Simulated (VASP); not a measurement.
# Ga7P8 (a cell with a defect) in VASP: a series of runs

Ga7P8 (a cell with a defect) is run at these levels: PBE; tasks: single point, relaxation of the atoms.

All numbers are computed with VASP 6.6.1; they aren't measurements. Logs are shortened: lines on timing, memory, paths and dates and some standing lists are left out, and cuts for length are marked.

**1. The cell of the first run**

The cell holds a defect, 15 atoms: a = 7.785 Å, b = 7.785 Å, c = 7.785 Å, α = 60.00°, β = 60.00°, γ = 60.00°.

**2. Single point, PBE, collinear spin (atoms taken out, then relaxed in part)**

INCAR

```
PREC = Accurate
ENCUT = 520
EDIFF = 1E-7
ISMEAR = 0
SIGMA = 0.01
LREAL = Auto
LASPH = T
NELM = 150
ALGO = Normal
ISIF = 2
LWAVE = F
LCHARG = T
ISPIN = 2
MAGMOM = 0 0 0 0 0 0 0 0.25 0 0 0 0.25 0.25 0.25 0
LORBIT = 11
GGA = PE
LELF = T
LVHAR = T
NELECT = 133.0
NBANDS = 82
```

KPOINTS

```
regular mesh
0
Gamma
  2 2 2
```

POSCAR

```
Ga7P8
1.0
    0.0000000000      5.5051169764     -5.5051169764
    5.5051169764      5.5051169764      0.0000000000
    5.5051169764      0.0000000000     -5.5051169764
Ga P
7 8
Direct
    0.4902175686      0.0097824314     -0.0097824314
    1.0097824314      0.4902175686     -0.0097824314
    1.0097824314      0.0097824314     -0.0097824314
    0.4902175686      0.4902175686      0.5097824314
    0.4902175686      0.0097824314      0.5097824314
    1.0097824314      0.4902175686      0.5097824314
    1.0000000000      0.0000000000      0.5000000000
    0.3825361887      0.3825361887      0.3523914339
    0.3777302869      0.8740899044      0.3740899044
    0.8740899044      0.3777302869      0.3740899044
    0.8740899044      0.8740899044      0.3740899044
    0.3825361887      0.3825361887      0.8825361887
    0.3825361887      0.8523914339      0.8825361887
    0.8523914339      0.3825361887      0.8825361887
    0.8740899044      0.8740899044      0.8777302869
```

Potentials or basis: VASP PAW PBE potentials, release 64 (Ga_d, P).

Started as:

```
> cat potpaw_PBE.64/Ga_d/POTCAR potpaw_PBE.64/P/POTCAR > POTCAR
> mpirun -np 1 vasp_std > vasp.out
```

OUTCAR:

```text
PREC = Accurate
   ENCUT = 520
   EDIFF = 1E-7
   ISMEAR = 0
   LREAL = Auto
   LASPH = T
   NELM = 150
   ISIF = 2
   ISPIN = 2
   LORBIT = 11
   GGA = PE
   NELECT = 133.0

 ion  position               nearest neighbor table
   1  0.490  0.010  0.990-  13 2.38  12 2.38   9 2.44  15 2.44
   2  0.010  0.490  0.990-  14 2.38  12 2.38  10 2.44  15 2.44
   3  0.010  0.010  0.990-  13 2.38  14 2.38  15 2.44  11 2.44
   4  0.490  0.490  0.510-   8 2.38  12 2.38  10 2.44   9 2.44
   5  0.490  0.010  0.510-   8 2.38  13 2.38   9 2.44  11 2.44
   6  0.010  0.490  0.510-   8 2.38  14 2.38  10 2.44  11 2.44
   7  0.000  0.000  0.500-  11 2.40  10 2.40   9 2.40  15 2.40
   8  0.383  0.383  0.352-   4 2.38   5 2.38   6 2.38
   9  0.378  0.874  0.374-   7 2.40   5 2.44   1 2.44   4 2.44
  10  0.874  0.378  0.374-   7 2.40   6 2.44   2 2.44   4 2.44
  11  0.874  0.874  0.374-   7 2.40   5 2.44   6 2.44   3 2.44
  12  0.383  0.383  0.883-   1 2.38   2 2.38   4 2.38
  13  0.383  0.852  0.883-   1 2.38   3 2.38   5 2.38
  14  0.852  0.383  0.883-   2 2.38   3 2.38   6 2.38
  15  0.874  0.874  0.878-   7 2.40   3 2.44   1 2.44   2 2.44

  LATTYP: Found a face centered cubic cell.
 ALAT       =    11.0102339528

  Lattice vectors:

 A1 = (   0.0000000000,   5.5051169764,  -5.5051169764)
 A2 = (   5.5051169764,   5.5051169764,   0.0000000000)
 A3 = (   5.5051169764,   0.0000000000,  -5.5051169764)

Analysis of symmetry for initial positions (statically):
=====================================================================
 Subroutine PRICEL returns:
 Original cell was already a primitive cell.

 Routine SETGRP: Setting up the symmetry group for a
 face centered cubic supercell.

 Subroutine GETGRP returns: Found 24 space group operations
 (whereof  4 operations were pure point group operations)
 out of a pool of 48 trial point group operations.

The static configuration has the point symmetry C_2v.
 The point group associated with its full space group is T_d .

Analysis of symmetry for dynamics (positions and initial velocities):
=====================================================================
 Subroutine PRICEL returns:
 Original cell was already a primitive cell.

 Routine SETGRP: Setting up the symmetry group for a
 face centered cubic supercell.

 Subroutine GETGRP returns: Found 24 space group operations
 (whereof  4 operations were pure point group operations)
[... 427 lines left out ...]
  band No.  band energies     occupation
      1     -10.9887      1.00000
      2     -10.9887      1.00000
      3     -10.9887      1.00000
      4     -10.8968      1.00000
      5     -10.8968      1.00000
      6     -10.8298      1.00000
[... 232 lines left out ...]
     77       8.5289      0.00000
     78       8.5289      0.00000
 [bands above 78 left out]

------------------------ aborting loop because EDIFF is reached ----------------------------------------

  FORCE on cell =-STRESS in cart. coord.  units (eV):
  Direction    XX          YY          ZZ          XY          YZ          ZX
  --------------------------------------------------------------------------------------
  -------------------------------------------------------------------------------------
  Total       13.3502719     13.3502719     13.3502719      0.0000000     -0.0000000      0.0000000
  in kB       64.1019207     64.1019207     64.1019207      0.0000000     -0.0000000      0.0000000
  external PRESSURE =      64.1019207 kB  Pullay stress =       0.0000000 kB

 VOLUME and BASIS-vectors are now :
 -----------------------------------------------------------------------------
  energy-cutoff  :      520.00
  volume of cell :      333.68
      direct lattice vectors                 reciprocal lattice vectors
     0.000000000  5.505116976 -5.505116976    -0.090824591  0.090824591 -0.090824591
     5.505116976  5.505116976  0.000000000     0.090824591  0.090824591  0.090824591
     5.505116976  0.000000000 -5.505116976     0.090824591 -0.090824591 -0.090824591

 POSITION                                       TOTAL-FORCE (eV/Angst)
 -----------------------------------------------------------------------------------
      5.50512      2.75256     -8.14997        -0.000000     -0.000000      0.024228
      8.14997      2.75256     -5.50512        -0.024228     -0.000000      0.000000
      5.50512      0.10771     -5.50512        -0.000000      0.024228      0.000000
      5.50512      5.39741     -5.50512        -0.000000     -0.024228      0.000000
      2.86027      2.75256     -5.50512         0.024228     -0.000000      0.000000
      5.50512      2.75256     -2.86027        -0.000000     -0.000000     -0.024228
      2.75256      0.00000     -2.75256        -0.000000     -0.000000      0.000000
      4.04586      4.21181     -4.04586         0.006530     -0.006530     -0.006530
      6.87138      6.89142     -4.13886         0.000837     -0.000837      0.000837
      4.13886      6.89142     -6.87138        -0.000837     -0.000837     -0.000837
      6.87138      9.62393     -6.87138         0.000837      0.000837     -0.000837
      6.96437      4.21181     -6.96437        -0.006530     -0.006530      0.006530
      9.55098      6.79842     -6.96437         0.006530      0.006530      0.006530
      6.96437      6.79842     -9.55098        -0.006530      0.006530     -0.006530
      9.64398      9.62393     -9.64398        -0.000837      0.000837      0.000837
 -----------------------------------------------------------------------------------
    total drift:                               -0.000013     -0.000013      0.000013

  FREE ENERGIE OF THE ION-ELECTRON SYSTEM (eV)
  ---------------------------------------------------
  free  energy   TOTEN  =       -57.4544396732 eV

  energy  without entropy=      -57.4521926535  energy(sigma->0) =      -57.45331616

 total charge

# of ion       s       p       d       tot
------------------------------------------
    1        0.869   0.820  10.005  11.694
    2        0.869   0.820  10.005  11.694
    3        0.869   0.820  10.005  11.694
    4        0.869   0.820  10.005  11.694
    5        0.869   0.820  10.005  11.694
    6        0.869   0.820  10.005  11.694
    7        0.860   0.841  10.008  11.710
    8        1.060   1.463   0.000   2.523
    9        1.021   1.529   0.000   2.550
   10        1.021   1.529   0.000   2.550
   11        1.021   1.529   0.000   2.550
   12        1.060   1.463   0.000   2.523
   13        1.060   1.463   0.000   2.523
   14        1.060   1.463   0.000   2.523
   15        1.021   1.529   0.000   2.550
--------------------------------------------------
tot         14.395  17.732  70.039 102.165

 magnetization (x)

# of ion       s       p       d       tot
------------------------------------------
    1       -0.001   0.002   0.001   0.002
    2       -0.001   0.002   0.001   0.002
    3       -0.001   0.002   0.001   0.002
    4       -0.001   0.002   0.001   0.002
    5       -0.001   0.002   0.001   0.002
    6       -0.001   0.002   0.001   0.002
    7       -0.000   0.000  -0.000  -0.000
    8        0.002   0.027   0.000   0.030
    9       -0.000   0.000   0.000   0.000
   10       -0.000   0.000   0.000   0.000
   11       -0.000   0.000   0.000   0.000
   12        0.002   0.027   0.000   0.030
   13        0.002   0.027   0.000   0.030
   14        0.002   0.027   0.000   0.030
   15       -0.000   0.000   0.000   0.000
--------------------------------------------------
tot          0.005   0.121   0.006   0.132
```

stdout:

```text
POSCAR found type information on POSCAR GaP
 POSCAR found :  2 types and      15 ions
 scaLAPACK will be used
 LDA part: xc-table for (Slater+PW92), standard interpolation
 POSCAR, INCAR and KPOINTS ok, starting setup
 FFT: planning ... GRIDC
 FFT: planning ... GRID_SOFT
 FFT: planning ... GRID
 WAVECAR not read
 entering main loop
 the old and the new charge density differ
 old charge density:   131.00000 new  133.00000
    0.114E+01
```

Wall time 5.8 min (1 thread of AMD EPYC 9R45 (Zen 5), shared host); peak memory 0.64 GiB.

What came out:

* Free energy: -57.4544 eV
* Largest force: 0.024 eV/Å
* Net moment: 0.25 μB per cell
* Site moments: Ga +0.00, -0.00 (each value once); P +0.03, +0.00 (each value once) μB
* Valence electrons inside the program's atomic spheres: Ga 11.69, 11.71 (each value once); P 2.52, 2.55 (each value once)

Forces in eV/Å, atoms in the order of the input:
```
Ga   0.000  0.000  0.024
Ga  -0.024  0.000  0.000
Ga   0.000  0.024  0.000
Ga   0.000 -0.024  0.000
Ga   0.024  0.000  0.000
Ga   0.000  0.000 -0.024
Ga   0.000  0.000  0.000
P    0.007 -0.007 -0.007
P    0.001 -0.001  0.001
P   -0.001 -0.001 -0.001
P    0.001  0.001 -0.001
P   -0.007 -0.007  0.007
P    0.007  0.007  0.007
P   -0.007  0.007 -0.007
P   -0.001  0.001  0.001
```

Levels at points of the mesh, in eV from the Fermi level:
Spin up:
```
           k point  band 64  band 65  band 66  band 67  band 68  band 69  band 70  band 71
(0.00, 0.00, 0.00)    -0.74     0.23     0.23     0.23     1.17     1.17     1.17     1.24
(0.50, 0.00, 0.00)    -0.83    -0.83    -0.07    -0.07     1.75     1.78     2.05     2.05
(0.50, 0.50, 0.00)    -1.37    -1.22    -0.38    -0.38     1.99     2.02     2.81     2.81
```
Spin down:
| k point | band 64 | band 65 | band 66 | band 67 | band 68 | band 69 | band 70 | band 71 |
| --- | --- | --- | --- | --- | --- | --- | --- | --- |
| (0.00, 0.00, 0.00) | -0.72 | 0.29 | 0.29 | 0.29 | 1.17 | 1.17 | 1.17 | 1.24 |
| (0.50, 0.00, 0.00) | -0.82 | -0.82 | 0.00 | 0.00 | 1.76 | 1.79 | 2.05 | 2.05 |
| (0.50, 0.50, 0.00) | -1.35 | -1.21 | -0.31 | -0.31 | 1.99 | 2.03 | 2.81 | 2.81 |

Caveat: the k points lie up to 0.49 Å⁻¹ apart; the cell carries a net charge on a neutralising background, which shifts energy and pressure; the cell differs from its parent crystal (atoms taken out, then relaxed in part); the cell is charged against a uniform background, so pressure and absolute levels hang on convention.

(Continued in part 2 of 2.)
